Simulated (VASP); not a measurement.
A run of VASP 6.6.1 is set up as follows.

File INCAR:

```
SYSTEM = Mg
  PREC = Accurate
  ENCUT = 520
  EDIFF = 1E-6
  ISMEAR = -1
  SIGMA = 0.1
  LREAL = .False.
  LASPH = .True.
  NELM = 60
  ALGO = Normal
  ISIF = 2
  LWAVE = .False.
  LCHARG = .False.
  GGA = B5
  ALDAX = 1.0
  AGGAX = 1.0
  AGGAC = 1.0
  ALDAC = 0.0
  NBANDS = 9
```

File KPOINTS:

```
regular mesh
0
Gamma
  9 9 9
  0 0 0
```

File POSCAR:

```
Mg
1.0
    0.0000000000      3.4187713089      3.4187713089
    3.4187713089      0.0000000000      3.4187713089
    3.4187713089      3.4187713089      0.0000000000
Mg
2
Direct
    0.1250000000      0.1250000000      0.1250000000
    0.8750000000      0.8750000000      0.8750000000
```

Potentials or basis: VASP PAW PBE potentials, release 64 (Mg).

The run is started by

```bash
$ cat potpaw_PBE.64/Mg/POTCAR > POTCAR
$ mpirun -np 1 vasp_std > vasp.out
```

(1) What does it give for the band gap on the k mesh?

(2) What does it give for the pressure?

## Answers

(1) zero (bands 2 and 3 overlap by 3.46 eV).

(2) 1.2 GPa.

Caveat: the PAW data sets were made with another functional, which shifts forces and pressure a little.
